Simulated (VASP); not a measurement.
Wanted: the native input for a VASP 6.6.1 run.

| Quantity | Value |
| --- | --- |
| Task | electric field gradients |
| Functional | PBE |
| Potentials or basis | VASP PAW PBE potentials, release 64 (Rh_pv) |
| Cutoff | 520 eV |
| k mesh | 16 × 16 × 16 |
| Occupations | fermi-dirac, width 0.03 eV |
| Spin | no spin polarisation |
| Dipole correction | no |
| Further INCAR settings | ALGO = Normal; EDIFF = 1e-08; NBANDS = 14 |

The structure of Rh lies in POSCAR:

```
Rh
1.0
    0.0000000000      1.9141434134      1.9141434134
    1.9141434134      0.0000000000      1.9141434134
    1.9141434134      1.9141434134      0.0000000000
Rh
1
Direct
    0.0000000000      0.0000000000      0.0000000000
```

This cell differs from its parent crystal: volume scaled by 1.02.

One way to write it, as run:

INCAR

```
SYSTEM = Rh
PREC = Accurate ; ENCUT = 520
EDIFF = 1E-8 ; ISMEAR = -1
SIGMA = 0.03 ; LREAL = .FALSE.
LASPH = .TRUE. ; NELM = 60
ALGO = Normal ; ISIF = 2
LWAVE = .FALSE. ; LCHARG = .FALSE.
GGA = PE ; LEFG = .TRUE.
NBANDS = 14
```

KPOINTS

```
Automatic mesh
0
G
  16 16 16
  0 0 0
```

Potentials or basis: VASP PAW PBE potentials, release 64 (Rh_pv).

Command:

```sh
$ cat potpaw_PBE.64/Rh_pv/POTCAR > POTCAR
$ mpirun -np 1 vasp_std > vasp.out
```

Results of the run:

```yaml
Pressure: 0.4 GPa
```

Caveat: without QUAD_EFG the Cq values of the log hold for a quadrupole moment of 1 mb, not for the nuclei.

It took 22 s on 1 thread of Intel(R) Xeon(R) Platinum 8259CL CPU @ 2.50GHz (Skylake/Cascade Lake) (shared host), peak memory 0.14 GiB.
